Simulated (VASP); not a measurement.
# InSb (I-4m2) in VASP: further runs, part 3 of 3

VASP 6.6.1. Earlier steps stand in the parts before.

## Step 6: Single point, PBE (strain -0.015 along x and y, +0.030 along z)

INCAR reads:

```
SYSTEM = InSb
  PREC = Accurate
  ENCUT = 520
  EDIFF = 1E-6
  ISMEAR = 0
  SIGMA = 0.15
  LREAL = .False.
  LASPH = .True.
  NELM = 80
  ALGO = Normal
  ISIF = 2
  LWAVE = .False.
  LCHARG = .False.
  GGA = PE
  NBANDS = 16
```

KPOINTS reads:

```
Automatic mesh
0
Gamma
  12 12 12
  0 0 0
```

POSCAR reads:

```
InSb
1.0
    0.0000000000      3.1905135000      3.3362730000
    3.1905135000      0.0000000000      3.3362730000
    3.1905135000      3.1905135000      0.0000000000
In Sb
1 1
Direct
    0.0000000000      0.0000000000      0.0000000000
    0.7500000000      0.7500000000      0.7500000000
```

Potentials or basis: VASP PAW PBE potentials, release 64 (In_d, Sb).

Command:

```
cat potpaw_PBE.64/In_d/POTCAR potpaw_PBE.64/Sb/POTCAR > POTCAR
mpirun -np 1 vasp_std > vasp.out
```

OUTCAR:

```text
SYSTEM = InSb
   PREC = Accurate
   ENCUT = 520
   EDIFF = 1E-6
   ISMEAR = 0
   LREAL = .False.
   LASPH = .True.
   NELM = 80
   ISIF = 2
   GGA = PE

 ion  position               nearest neighbor table
   1  0.000  0.000  0.000-   2 2.81   2 2.81   2 2.81   2 2.81
   2  0.750  0.750  0.750-   1 2.81   1 2.81   1 2.81   1 2.81

  LATTYP: Found a body centered tetragonal cell.
 ALAT       =     4.5120674626
 C/A-ratio  =     1.4788223038

  Lattice vectors:

 A1 = (  -3.1905135000,   0.0000000000,   3.3362730000)
 A2 = (   3.1905135000,   0.0000000000,   3.3362730000)
 A3 = (   0.0000000000,   3.1905135000,  -3.3362730000)

Analysis of symmetry for initial positions (statically):
=====================================================================
 Subroutine PRICEL returns:
 Original cell was already a primitive cell.

 Routine SETGRP: Setting up the symmetry group for a
 body centered tetragonal supercell.

 Subroutine GETGRP returns: Found  8 space group operations
 (whereof  8 operations were pure point group operations)
 out of a pool of 16 trial point group operations.

The static configuration has the point symmetry D_2d.

Analysis of symmetry for dynamics (positions and initial velocities):
=====================================================================
 Subroutine PRICEL returns:
 Original cell was already a primitive cell.

 Routine SETGRP: Setting up the symmetry group for a
 body centered tetragonal supercell.

 Subroutine GETGRP returns: Found  8 space group operations
 (whereof  8 operations were pure point group operations)
 out of a pool of 16 trial point group operations.

The dynamic configuration has the point symmetry D_2d.

 Subroutine INISYM returns: Found  8 space group operations
 (whereof  8 operations are pure point group operations),
 and found     1 'primitive' translations

----------------------------------------------------------------------------------------

                                     Primitive cell

  volume of cell :      67.9224

  direct lattice vectors                    reciprocal lattice vectors
     0.000000000  3.190513500  3.336273000    -0.156714585  0.156714585  0.149867832
     3.190513500  0.000000000  3.336273000     0.156714585 -0.156714585  0.149867832
     3.190513500  3.190513500  0.000000000     0.156714585  0.156714585 -0.149867832

  length of vectors
     4.616285728  4.616285728  4.512067463     0.267543061  0.267543061  0.267543061

  position of ions in fractional coordinates (direct lattice)
     0.000000000  0.000000000  0.000000000
     0.750000000  0.750000000  0.750000000

  ion indices of the primitive-cell ions
   primitive index   ion index
                 1           1
                 2           2

----------------------------------------------------------------------------------------

 KPOINTS: Automatic mesh

Automatic generation of k-mesh.
 Grid dimensions read from file:
 generate k-points for:   12   12   12

 Generating k-lattice:

  Cartesian coordinates                     Fractional coordinates (reciprocal lattice)
    -0.013059549  0.013059549  0.012488986     0.083333333  0.000000000  0.000000000
     0.013059549 -0.013059549  0.012488986     0.000000000  0.083333333  0.000000000
     0.013059549  0.013059549 -0.012488986     0.000000000  0.000000000  0.083333333

  Length of vectors
     0.022295255  0.022295255  0.022295255

  Shift w.r.t. Gamma in fractional coordinates (k-lattice)
     0.000000000  0.000000000  0.000000000

 Subroutine IBZKPT returns following result:
 ===========================================

 Found    163 irreducible k-points:

 Following reciprocal coordinates:
            Coordinates               Weight
  0.000000  0.000000  0.000000      1.000000
  0.083333  0.000000  0.000000      8.000000
  0.166667  0.000000  0.000000      8.000000
  0.250000  0.000000  0.000000      8.000000
  0.333333  0.000000  0.000000      8.000000
  0.416667  0.000000  0.000000      8.000000
[... 16 lines left out ...]
  0.500000  0.166667  0.000000      8.000000
 -0.416667  0.166667  0.000000      8.000000
 [... further k-points ...]
   k-points           NKPTS =    163   k-points in BZ     NKDIM =    163   number of bands    NBANDS=     16
   number of dos      NEDOS =    301   number of ions     NIONS =      2
   total plane-waves  NPLWV =  46656
   dimension x,y,z NGX =    36 NGY =   36 NGZ =   36
   dimension x,y,z NGXF=    72 NGYF=   72 NGZF=   72
   ions per type =               1   1
   NGX,Y,Z   is equivalent  to a cutoff of  12.96, 12.96, 13.26 a.u.
   NGXF,Y,Z  is equivalent  to a cutoff of  25.93, 25.93, 26.53 a.u.
 SYSTEM =  InSb
   PREC   = accura    normal or accurate (medium, high low for compatibility)
   ISTART =      0    job   : 0-new  1-cont  2-samecut
   ICHARG =      2    charge: 1-file 2-atom 10-const
   ISPIN  =      1    spin polarized calculation?
   LNONCOLLINEAR =      F non collinear calculations
   LSORBIT =      F    spin-orbit coupling
   LASPH  =      T    aspherical Exc in radial PAW
   ENCUT  =  520.0 eV  38.22 Ry    6.18 a.u.   8.58  8.58  8.39*2*pi/ulx,y,z
   NELM   =     80;   NELMIN=  2; NELMDL= -5     # of ELM steps
   EDIFF  = 0.1E-05   stopping-criterion for ELM
   LREAL  =      F    real-space projection
   EDIFFG = 0.1E-04   stopping-criterion for IOM
   NSW    =      0    number of steps for IOM
   IBRION =     -1    ionic relax: 0-MD 1-quasi-New 2-CG
   NFREE  =      0    steps in history (QN), initial steepest desc. (CG)
   ISIF   =      2    stress and relaxation
   ISYM   =      2    0-nonsym 1-usesym 2-fastsym
   POTIM  = 0.5000    time-step for ionic-motion
   TEBEG  =    0.0;   TEEND  =   0.0 temperature during run
   PSTRESS=    0.0 pullay stress
   NELECT =      18.0000    total number of electrons
   NUPDOWN=      -1.0000    fix difference up-down
   EMIN   =  10.00;   EMAX   =-10.00  energy-range for DOS
   EFERMI =   0.00;   METHOD = LEGACY
   ISMEAR =     0;   SIGMA  =   0.15  broadening in eV -4-tet -1-fermi 0-gaus
   EFERMI_NEDOS =   21; number of points for ismear=-14 and -15
   IALGO  =     38    algorithm
   IMIX   =      4    mixing-type and parameters
     AMIX     =   0.40;   BMIX     =  1.00
     AMIX_MAG =   1.60;   BMIX_MAG =  1.00
  volume/ion in A,a.u.               =      33.96       229.18
  Fermi-wavevector in a.u.,A,eV,Ry     =   1.051546  1.987133 15.044615  1.105748
  Thomas-Fermi vector in A             =   2.186593
   LORBIT       =      0    0 simple, 1 ext, 2 COOP (PROOUT), +10 PAW based schemes
   GGA     = PE    functional components
   LHFCALC =     F    Hartree Fock is set to
   AEXX    =    0.0000 exact exchange contribution
   IVDW    =     0    specifies the selected vdW correction
   LEPSILON=     F    determine dielectric tensor
   LRPA    =     F    only Hartree local field effects (RPA)
 non-spin polarized calculation
 Gauss-broadening in eV      SIGMA  =   0.15
  energy-cutoff  :      520.00
  volume of cell :       67.92
 maximum number of plane-waves:      1857
 NGX is ok and might be reduce to    36
   NGX = 17   NGY = 17   NGZ = 17

 number of electron      17.9999996 magnetization

 Free energy of the ion-electron system (eV)
  ---------------------------------------------------
  ext. energy  EPLUGINS =         0.00000000
  ---------------------------------------------------
  free energy    TOTEN  =        -6.89835481 eV

  energy without entropy =       -6.89812993  energy(sigma->0) =       -6.89824237

 E-fermi :   5.2797     XC(G=0):  -8.6926

 val. band max:        5.1944257755   @ k =   0.0000   0.0000   0.0000
 cond. band min:       5.6326024557   @ k =   0.5000   0.0000   0.0000
 fundamental gap:      0.4381766802
 Fermi energy:         5.2796595142

 k-point     1 :       0.0000    0.0000    0.0000
  band No.  band energies     occupation
      1      -9.4980      2.00000
      2      -9.4884      2.00000
      3      -9.4884      2.00000
      4      -9.4097      2.00000
      5      -9.4041      2.00000
      6      -5.6041      2.00000
[... 8 lines left out ...]
     15      13.0193      0.00000
     16      13.4578      0.00000
[... 419 lines left out ...]
 k-point    24 :      -0.4167    0.1667    0.0000
  band No.  band energies     occupation
      1      -9.5443      2.00000
      2      -9.4710      2.00000
      3      -9.4644      2.00000
      4      -9.4106      2.00000
      5      -9.4029      2.00000
      6      -4.0846      2.00000
[... 8 lines left out ...]
     15      13.3552      0.00000
     16      13.6265      0.00000

 [... further k-points ...]

------------------------ aborting loop because EDIFF is reached ----------------------------------------

  FORCE on cell =-STRESS in cart. coord.  units (eV):
  Direction    XX          YY          ZZ          XY          YZ          ZX
  --------------------------------------------------------------------------------------
  -------------------------------------------------------------------------------------
  Total        1.5001604      1.5001604      0.9656890      0.0000000      0.0000000      0.0000000
  in kB       35.3863309     35.3863309     22.7790250      0.0000000      0.0000000      0.0000000
  external PRESSURE =      31.1838956 kB  Pullay stress =       0.0000000 kB

 VOLUME and BASIS-vectors are now :
 -----------------------------------------------------------------------------
  energy-cutoff  :      520.00
  volume of cell :       67.92
      direct lattice vectors                 reciprocal lattice vectors
     0.000000000  3.190513500  3.336273000    -0.156714585  0.156714585  0.149867832
     3.190513500  0.000000000  3.336273000     0.156714585 -0.156714585  0.149867832
     3.190513500  3.190513500  0.000000000     0.156714585  0.156714585 -0.149867832

 POSITION                                       TOTAL-FORCE (eV/Angst)
 -----------------------------------------------------------------------------------
      0.00000      0.00000      0.00000         0.000000      0.000000     -0.000000
      4.78577      4.78577      5.00441        -0.000000     -0.000000      0.000000
 -----------------------------------------------------------------------------------
    total drift:                               -0.000000     -0.000000      0.000001

  FREE ENERGIE OF THE ION-ELECTRON SYSTEM (eV)
  ---------------------------------------------------
  free  energy   TOTEN  =        -6.8983548082 eV

  energy  without entropy=       -6.8981299250  energy(sigma->0) =       -6.89824237
```

Run time: 3.5 min. Hardware: 1 thread of Intel Xeon 8259CL, shared host; peak memory 0.34 GiB.

Results:

- Free energy: -6.8984 eV
- Pressure: 3.1 GPa
- Band gap on the k mesh: zero (filled and empty bands touch)

Stress tensor (GPa, compression positive):
```
3.54 0.00 0.00
0.00 3.54 0.00
0.00 0.00 2.28
```

Levels at points of the mesh, in eV from the Fermi level:
```csv
k point,band 5,band 6,band 7,band 8,band 9,band 10,band 11,band 12,band 13,band 14
"(0.00, 0.00, 0.00)",-14.68,-10.88,-0.36,-0.32,-0.09,-0.09,2.77,2.77,2.87,5.57
"(0.50, 0.00, 0.00)",-14.68,-9.51,-5.78,-1.32,-1.02,0.35,3.57,3.76,5.95,8.08
"(0.50, 0.50, 0.00)",-14.68,-8.99,-6.21,-2.27,-2.27,1.34,1.39,7.97,7.97,8.46
"(0.50, 0.00, 0.50)",-14.67,-8.86,-6.01,-2.51,-2.49,1.06,1.11,7.84,8.00,8.67
```

Caveat: the cell differs from its parent crystal (strain -0.015 along x and y, +0.030 along z); the cell stands under pressure; semilocal functionals underestimate gaps, and a narrow one can read as zero; spin-orbit coupling is left out, which moves the levels of the heavy elements.

## Step 7: Overview

| cell | gap on the mesh (eV) | pressure (GPa) |
| --- | --- | --- |
| a = 4.513, b = 4.513, c = 4.443 Å, angles 60.5, 60.5, 59.0°, 2 atoms | 0.11 | 6.7 |
| a = 4.548, b = 4.548, c = 4.443 Å, angles 60.8, 60.8, 58.5°, 2 atoms | none | 5.7 |
| a = 4.547, b = 4.547, c = 4.512 Å, angles 60.3, 60.3, 59.5°, 2 atoms | none | 4.8 |
| a = 4.581, b = 4.581, c = 4.512 Å, angles 60.5, 60.5, 59.0°, 2 atoms | none | 3.9 |
| a = 4.616, b = 4.616, c = 4.512 Å, angles 60.7, 60.7, 58.5°, 2 atoms | none | 3.1 |

Alike in all rows: task single point; level PBE; potentials or basis VASP PAW PBE potentials, release 64 (In_d, Sb); no spin polarisation; k mesh 12 × 12 × 12; cutoff (eV) 520; smearing gaussian 0.15 eV.

Caveats: the cell stands under pressure; semilocal functionals underestimate gaps, and a narrow one can read as zero; spin-orbit coupling is left out, which moves the levels of the heavy elements.

Total energies depend on the potentials used, so only differences within one code and one set of settings carry meaning.

The gap in the log of VASP goes by the Fermi energy; the results here count the filled bands.